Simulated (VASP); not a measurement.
# BaO (Fm-3m) in VASP: a series of runs

The runs below take BaO through single point, with LDA, PBE.

Program: VASP 6.6.1. These are calculated values, not measurements. Logs are shortened: lines on timing, memory, paths and dates and some standing lists are left out, and cuts for length are marked.

## Step 1: The cell of the first run

Symmetry: Fm-3m, No. 225, cubic system. Conventional cell: a = 5.544 Å, b = 5.544 Å, c = 5.544 Å, α = 90.00°, β = 90.00°, γ = 90.00°. Within 3.7 Å of Ba (site symmetry m-3m) lie 6 O at 2.77 Å. O (site symmetry m-3m) has 6 Ba at 2.77 Å within 3.7 Å.

## Step 2: Single point, LDA

Contents of INCAR:

```
ALGO = Normal
EDIFF = 1E-6
ENCUT = 1340
GGA = CA
GGA_COMPAT = False
ISIF = 2
ISMEAR = 0
LASPH = True
LCHARG = False
LREAL = False
LWAVE = False
NBANDS = 15
NELM = 120
PREC = Accurate
SIGMA = 0.01
```

Contents of KPOINTS:

```
k-points
0
Gamma
  6 6 6
```

Contents of POSCAR:

```
BaO
1.0
    0.0000000000      2.7718674917      2.7718674917
    2.7718674917      0.0000000000      2.7718674917
    2.7718674917      2.7718674917      0.0000000000
Ba O
1 1
Direct
    0.0000000000      0.0000000000      0.0000000000
    0.5000000000      0.5000000000      0.5000000000
```

Potentials or basis: VASP PAW LDA potentials, release 64 (Ba_sv, O_h).

Started as:

```
> cat potpaw_LDA.64/Ba_sv/POTCAR potpaw_LDA.64/O_h/POTCAR > POTCAR
> mpirun -np 1 vasp_std > vasp.out
```

OUTCAR:

```text
EDIFF = 1E-6
   ENCUT = 1340
   GGA = CA
   ISIF = 2
   ISMEAR = 0
   LASPH = True
   LREAL = False
   NELM = 120
   PREC = Accurate

 ion  position               nearest neighbor table
   1  0.000  0.000  0.000-   2 2.77   2 2.77   2 2.77   2 2.77   2 2.77   2 2.77
   2  0.500  0.500  0.500-   1 2.77   1 2.77   1 2.77   1 2.77   1 2.77   1 2.77

  LATTYP: Found a face centered cubic cell.
 ALAT       =     5.5437349834

  Lattice vectors:

 A1 = (   0.0000000000,   2.7718674917,   2.7718674917)
 A2 = (   2.7718674917,   0.0000000000,   2.7718674917)
 A3 = (   2.7718674917,   2.7718674917,   0.0000000000)

Analysis of symmetry for initial positions (statically):
=====================================================================
 Subroutine PRICEL returns:
 Original cell was already a primitive cell.

 Routine SETGRP: Setting up the symmetry group for a
 face centered cubic supercell.

 Subroutine GETGRP returns: Found 48 space group operations
 (whereof 48 operations were pure point group operations)
 out of a pool of 48 trial point group operations.

The static configuration has the point symmetry O_h .

Analysis of symmetry for dynamics (positions and initial velocities):
=====================================================================
 Subroutine PRICEL returns:
 Original cell was already a primitive cell.

 Routine SETGRP: Setting up the symmetry group for a
 face centered cubic supercell.

 Subroutine GETGRP returns: Found 48 space group operations
 (whereof 48 operations were pure point group operations)
 out of a pool of 48 trial point group operations.

The dynamic configuration has the point symmetry O_h .

 Subroutine INISYM returns: Found 48 space group operations
 (whereof 48 operations are pure point group operations),
 and found     1 'primitive' translations

----------------------------------------------------------------------------------------

                                     Primitive cell

  volume of cell :      42.5939

  direct lattice vectors                    reciprocal lattice vectors
     0.000000000  2.771867492  2.771867492    -0.180383803  0.180383803  0.180383803
     2.771867492  0.000000000  2.771867492     0.180383803 -0.180383803  0.180383803
     2.771867492  2.771867492  0.000000000     0.180383803  0.180383803 -0.180383803

  length of vectors
     3.920012600  3.920012600  3.920012600     0.312433912  0.312433912  0.312433912

  position of ions in fractional coordinates (direct lattice)
     0.000000000  0.000000000  0.000000000
     0.500000000  0.500000000  0.500000000

  ion indices of the primitive-cell ions
   primitive index   ion index
                 1           1
                 2           2

----------------------------------------------------------------------------------------

 KPOINTS: k-points

Automatic generation of k-mesh.
 Grid dimensions read from file:
 generate k-points for:    6    6    6

 Generating k-lattice:

  Cartesian coordinates                     Fractional coordinates (reciprocal lattice)
    -0.030063967  0.030063967  0.030063967     0.166666667  0.000000000  0.000000000
     0.030063967 -0.030063967  0.030063967     0.000000000  0.166666667  0.000000000
     0.030063967  0.030063967 -0.030063967     0.000000000  0.000000000  0.166666667

  Length of vectors
     0.052072319  0.052072319  0.052072319

  Shift w.r.t. Gamma in fractional coordinates (k-lattice)
     0.000000000  0.000000000  0.000000000

 Subroutine IBZKPT returns following result:
 ===========================================

 Found     16 irreducible k-points:

 Following reciprocal coordinates:
            Coordinates               Weight
  0.000000  0.000000  0.000000      1.000000
  0.166667  0.000000  0.000000      8.000000
  0.333333  0.000000  0.000000      8.000000
  0.500000  0.000000  0.000000      4.000000
  0.166667  0.166667  0.000000      6.000000
  0.333333  0.166667  0.000000     24.000000
[... 8 lines left out ...]
 -0.333333  0.333333  0.166667     24.000000
 -0.333333  0.500000  0.166667     12.000000
   k-points           NKPTS =     16   k-points in BZ     NKDIM =     16   number of bands    NBANDS=     15
   number of dos      NEDOS =    301   number of ions     NIONS =      2
   total plane-waves  NPLWV = 110592
   dimension x,y,z NGX =    48 NGY =   48 NGZ =   48
   dimension x,y,z NGXF=    96 NGYF=   96 NGZF=   96
   ions per type =               1   1
   NGX,Y,Z   is equivalent  to a cutoff of  20.36, 20.36, 20.36 a.u.
   NGXF,Y,Z  is equivalent  to a cutoff of  40.71, 40.71, 40.71 a.u.
 SYSTEM =  unknown system
   PREC   = accura    normal or accurate (medium, high low for compatibility)
   ISTART =      0    job   : 0-new  1-cont  2-samecut
   ICHARG =      2    charge: 1-file 2-atom 10-const
   ISPIN  =      1    spin polarized calculation?
   LNONCOLLINEAR =      F non collinear calculations
   LSORBIT =      F    spin-orbit coupling
   LASPH  =      T    aspherical Exc in radial PAW
   ENCUT  = 1340.0 eV  98.49 Ry    9.92 a.u.  11.70 11.70 11.70*2*pi/ulx,y,z
   NELM   =    120;   NELMIN=  2; NELMDL= -5     # of ELM steps
   EDIFF  = 0.1E-05   stopping-criterion for ELM
   LREAL  =      F    real-space projection
   EDIFFG = 0.1E-04   stopping-criterion for IOM
   NSW    =      0    number of steps for IOM
   IBRION =     -1    ionic relax: 0-MD 1-quasi-New 2-CG
   NFREE  =      0    steps in history (QN), initial steepest desc. (CG)
   ISIF   =      2    stress and relaxation
   ISYM   =      2    0-nonsym 1-usesym 2-fastsym
   POTIM  = 0.5000    time-step for ionic-motion
   TEBEG  =    0.0;   TEEND  =   0.0 temperature during run
   PSTRESS=    0.0 pullay stress
   NELECT =      16.0000    total number of electrons
   NUPDOWN=      -1.0000    fix difference up-down
   EMIN   =  10.00;   EMAX   =-10.00  energy-range for DOS
   EFERMI =   0.00;   METHOD = LEGACY
   ISMEAR =     0;   SIGMA  =   0.01  broadening in eV -4-tet -1-fermi 0-gaus
   EFERMI_NEDOS =   21; number of points for ismear=-14 and -15
   IALGO  =     38    algorithm
   IMIX   =      4    mixing-type and parameters
     AMIX     =   0.40;   BMIX     =  1.00
     AMIX_MAG =   1.60;   BMIX_MAG =  1.00
  volume/ion in A,a.u.               =      21.30       143.72
  Fermi-wavevector in a.u.,A,eV,Ry     =   1.181224  2.232190 18.984084  1.395291
  Thomas-Fermi vector in A             =   2.317502
   LORBIT       =      0    0 simple, 1 ext, 2 COOP (PROOUT), +10 PAW based schemes
   GGA     = CA    functional components
   LHFCALC =     F    Hartree Fock is set to
   AEXX    =    0.0000 exact exchange contribution
   IVDW    =     0    specifies the selected vdW correction
   LEPSILON=     F    determine dielectric tensor
   LRPA    =     F    only Hartree local field effects (RPA)
 non-spin polarized calculation
 Gauss-broadening in eV      SIGMA  =   0.01
  energy-cutoff  :     1340.00
  volume of cell :       42.59
 maximum number of plane-waves:      4769
   NGX = 23   NGY = 23   NGZ = 23

 number of electron      16.0000000 magnetization

 Free energy of the ion-electron system (eV)
  ---------------------------------------------------
  ext. energy  EPLUGINS =         0.00000000
  ---------------------------------------------------
  free energy    TOTEN  =       -13.10558422 eV

  energy without entropy =      -13.10558422  energy(sigma->0) =      -13.10558422

 E-fermi :   1.7871     XC(G=0): -10.0605

 val. band max:        1.6954836510   @ k =   0.5000   0.5000   0.0000
 cond. band min:       3.5321562422   @ k =   0.5000   0.5000   0.0000
 fundamental gap:      1.8366725911
 Fermi energy:         1.7870824532

 k-point     1 :       0.0000    0.0000    0.0000
  band No.  band energies     occupation
      1     -24.0475      2.00000
      2     -12.9858      2.00000
      3      -8.5656      2.00000
      4      -8.5656      2.00000
      5      -8.5656      2.00000
      6       1.3399      2.00000
      7       1.3399      2.00000
      8       1.3399      2.00000
      9       5.0144      0.00000
     10       6.3035      0.00000
     11       6.3035      0.00000
     12       6.3035      0.00000
     13       8.6115      0.00000
     14       8.6115      0.00000
     15      11.3814      0.00000

 k-point     2 :       0.1667    0.0000    0.0000
  band No.  band energies     occupation
      1     -23.9844      2.00000
      2     -13.1811      2.00000
      3      -8.6174      2.00000
      4      -8.5977      2.00000
      5      -8.5977      2.00000
      6       0.7741      2.00000
      7       1.0032      2.00000
      8       1.0032      2.00000
      9       5.9605      0.00000
     10       6.2726      0.00000
     11       6.8157      0.00000
     12       6.8157      0.00000
     13       9.2966      0.00000
     14       9.2966      0.00000
     15      13.0185      0.00000

 k-point     3 :       0.3333    0.0000    0.0000
  band No.  band energies     occupation
      1     -23.8533      2.00000
      2     -13.5707      2.00000
      3      -8.7098      2.00000
      4      -8.6595      2.00000
      5      -8.6595      2.00000
      6      -0.0386      2.00000
      7       0.4374      2.00000
      8       0.4374      2.00000
      9       6.2153      0.00000
     10       8.0512      0.00000
     11       8.0512      0.00000
     12       8.3961      0.00000
     13      10.8325      0.00000
     14      10.8325      0.00000
     15      15.3552      0.00000

 k-point     4 :       0.5000    0.0000    0.0000
  band No.  band energies     occupation
      1     -23.7852      2.00000
      2     -13.7653      2.00000
      3      -8.7511      2.00000
      4      -8.6893      2.00000
      5      -8.6893      2.00000
      6      -0.3733      2.00000
      7       0.1917      2.00000
      8       0.1917      2.00000
      9       6.5212      0.00000
     10       8.8203      0.00000
     11       8.8203      0.00000
     12       9.6459      0.00000
     13      12.2320      0.00000
     14      12.2320      0.00000
     15      14.9125      0.00000
[... 163 lines left out ...]
 k-point    14 :       0.5000    0.3333    0.1667
  band No.  band energies     occupation
      1     -23.7724      2.00000
      2     -13.4648      2.00000
      3      -9.2607      2.00000
      4      -9.2129      2.00000
      5      -8.7049      2.00000
      6       0.4176      2.00000
      7       0.6589      2.00000
      8       1.3430      2.00000
      9       5.2232      0.00000
     10       7.6556      0.00000
     11       8.8049      0.00000
     12       9.5370      0.00000
     13      10.9352      0.00000
     14      12.6613      0.00000
     15      14.3327      0.00000

 k-point    15 :      -0.3333    0.3333    0.1667
  band No.  band energies     occupation
      1     -23.7289      2.00000
      2     -13.4850      2.00000
      3      -9.4450      2.00000
      4      -9.4275      2.00000
      5      -8.6454      2.00000
      6       0.2340      2.00000
      7       1.1168      2.00000
      8       1.1441      2.00000
      9       6.3303      0.00000
     10       6.5764      0.00000
     11       9.0233      0.00000
     12      10.2342      0.00000
     13      11.6004      0.00000
     14      13.3317      0.00000
     15      14.0331      0.00000

 k-point    16 :      -0.3333    0.5000    0.1667
  band No.  band energies     occupation
      1     -23.7112      2.00000
      2     -13.3246      2.00000
      3      -9.8863      2.00000
      4      -9.4247      2.00000
      5      -8.7610      2.00000
      6       0.6129      2.00000
      7       1.4476      2.00000
      8       1.5742      2.00000
      9       4.8458      0.00000
     10       7.7808      0.00000
     11       8.3397      0.00000
     12      11.2185      0.00000
     13      11.5120      0.00000
     14      13.5430      0.00000
     15      13.8902      0.00000

------------------------ aborting loop because EDIFF is reached ----------------------------------------

  FORCE on cell =-STRESS in cart. coord.  units (eV):
  Direction    XX          YY          ZZ          XY          YZ          ZX
  --------------------------------------------------------------------------------------
  -------------------------------------------------------------------------------------
  Total       -0.7392342     -0.7392342     -0.7392342      0.0000000     -0.0000000     -0.0000000
  in kB      -27.8064305    -27.8064305    -27.8064305      0.0000000     -0.0000000     -0.0000000
  external PRESSURE =     -27.8064305 kB  Pullay stress =       0.0000000 kB

 VOLUME and BASIS-vectors are now :
 -----------------------------------------------------------------------------
  energy-cutoff  :     1340.00
  volume of cell :       42.59
      direct lattice vectors                 reciprocal lattice vectors
     0.000000000  2.771867492  2.771867492    -0.180383803  0.180383803  0.180383803
     2.771867492  0.000000000  2.771867492     0.180383803 -0.180383803  0.180383803
     2.771867492  2.771867492  0.000000000     0.180383803  0.180383803 -0.180383803

 POSITION                                       TOTAL-FORCE (eV/Angst)
 -----------------------------------------------------------------------------------
      0.00000      0.00000      0.00000         0.000000     -0.000000     -0.000000
      2.77187      2.77187      2.77187        -0.000000      0.000000      0.000000
 -----------------------------------------------------------------------------------
    total drift:                               -0.000000     -0.000000     -0.000000

  FREE ENERGIE OF THE ION-ELECTRON SYSTEM (eV)
  ---------------------------------------------------
  free  energy   TOTEN  =       -13.1055842200 eV

  energy  without entropy=      -13.1055842200  energy(sigma->0) =      -13.10558422
```

Wall time 41 s (1 thread of Intel Xeon Platinum 8259CL at 2.50GHz (Skylake/Cascade Lake), shared host); peak memory 0.3 GiB.

Results:

```yaml
Free_energy: -13.1056 eV
Pressure: -2.8 GPa
Band_gap_on_the_k_mesh: 1.84 eV
```

Caveat: spin-orbit coupling is left out, which moves the levels of the heavy elements.

## Step 3: Single point, PBE

Contents of INCAR:

```
SYSTEM = BaO
PREC     = Accurate       ! precision mode
ENCUT    = 1340           ! plane-wave cutoff, eV
EDIFF    = 1E-6           ! SCF threshold, eV
ISMEAR   = 0              ! smearing method
SIGMA    = 0.01           ! smearing width, eV
LREAL    = .FALSE.        ! projectors in reciprocal space
LASPH    = .TRUE.         ! aspherical terms in the spheres
NELM     = 120            ! most SCF steps
ALGO     = Normal         ! electronic algorithm
ISIF     = 2              ! what is computed and relaxed
LWAVE    = .FALSE.        ! write WAVECAR
LCHARG   = .FALSE.        ! write CHGCAR
GGA      = PE             ! functional
NBANDS   = 15             ! bands
GGA_COMPAT= .FALSE.
```

Contents of KPOINTS:

```
Automatic mesh
0
G
  2 2 2
  0 0 0
```

POSCAR is that of step 2.

Potentials or basis: VASP PAW PBE potentials, release 64 (Ba_sv, O_h).

Started as:

```
> cat potpaw_PBE.64/Ba_sv/POTCAR potpaw_PBE.64/O_h/POTCAR > POTCAR
> mpirun -np 1 vasp_std > vasp.out
```

OUTCAR:

```text
SYSTEM = BaO
   PREC = Accurate
   ENCUT = 1340
   EDIFF = 1E-6
   ISMEAR = 0
   LREAL = .FALSE.
   LASPH = .TRUE.
   NELM = 120
   ISIF = 2
   GGA = PE

 ion  position               nearest neighbor table
   1  0.000  0.000  0.000-   2 2.77   2 2.77   2 2.77   2 2.77   2 2.77   2 2.77
   2  0.500  0.500  0.500-   1 2.77   1 2.77   1 2.77   1 2.77   1 2.77   1 2.77

  LATTYP: Found a face centered cubic cell.
 ALAT       =     5.5437349834

  Lattice vectors:

 A1 = (   0.0000000000,   2.7718674917,   2.7718674917)
 A2 = (   2.7718674917,   0.0000000000,   2.7718674917)
 A3 = (   2.7718674917,   2.7718674917,   0.0000000000)

Analysis of symmetry for initial positions (statically):
=====================================================================
 Subroutine PRICEL returns:
 Original cell was already a primitive cell.

 Routine SETGRP: Setting up the symmetry group for a
 face centered cubic supercell.

 Subroutine GETGRP returns: Found 48 space group operations
 (whereof 48 operations were pure point group operations)
 out of a pool of 48 trial point group operations.

The static configuration has the point symmetry O_h .

Analysis of symmetry for dynamics (positions and initial velocities):
[... 156 lines left out ...]
     10       6.7120      0.00000
     11       6.7120      0.00000
     12       6.7120      0.00000
     13       8.9751      0.00000
     14       8.9751      0.00000
[... 23 lines left out ...]
      2     -12.9706      2.00000
      3      -9.8833      2.00000
      4      -9.0009      2.00000
      5      -9.0009      2.00000
      6       2.0303      2.00000
      7       2.0303      2.00000
      8       2.1743      2.00000
      9       4.0189      0.00000
     10       8.0184      0.00000
     11      10.9038      0.00000
     12      11.4516      0.00000
     13      11.7190      0.00000
     14      11.7190      0.00000
     15      15.3326      0.00000

------------------------ aborting loop because EDIFF is reached ----------------------------------------

  FORCE on cell =-STRESS in cart. coord.  units (eV):
  Direction    XX          YY          ZZ          XY          YZ          ZX
  --------------------------------------------------------------------------------------
  -------------------------------------------------------------------------------------
  Total        0.7564744      0.7564744      0.7564744     -0.0000000      0.0000000      0.0000000
  in kB       28.4549221     28.4549221     28.4549221     -0.0000000      0.0000000      0.0000000
  external PRESSURE =      28.4549221 kB  Pullay stress =       0.0000000 kB

 VOLUME and BASIS-vectors are now :
 -----------------------------------------------------------------------------
  energy-cutoff  :     1340.00
  volume of cell :       42.59
      direct lattice vectors                 reciprocal lattice vectors
     0.000000000  2.771867492  2.771867492    -0.180383803  0.180383803  0.180383803
     2.771867492  0.000000000  2.771867492     0.180383803 -0.180383803  0.180383803
     2.771867492  2.771867492  0.000000000     0.180383803  0.180383803 -0.180383803

 POSITION                                       TOTAL-FORCE (eV/Angst)
 -----------------------------------------------------------------------------------
      0.00000      0.00000      0.00000        -0.000000     -0.000000     -0.000000
      2.77187      2.77187      2.77187         0.000000      0.000000      0.000000
 -----------------------------------------------------------------------------------
    total drift:                               -0.000000     -0.000000     -0.000000

  FREE ENERGIE OF THE ION-ELECTRON SYSTEM (eV)
  ---------------------------------------------------
  free  energy   TOTEN  =       -11.7013867613 eV

  energy  without entropy=      -11.7013867613  energy(sigma->0) =      -11.70138676
```

Run time: 19 s. Hardware: 1 thread of Intel Xeon Platinum 8375C at 2.90GHz (Ice Lake), shared host; peak memory 0.31 GiB.

What came out:

| Item | Value |
| --- | --- |
| Free energy | -11.7014 eV |
| Pressure | 2.8 GPa |
| Band gap on the k mesh | 1.84 eV |

Caveat: the k points lie up to 0.98 Å⁻¹ apart, too coarse for converged energies, forces and pressures; spin-orbit coupling is left out, which moves the levels of the heavy elements. A k mesh can miss the band edges.
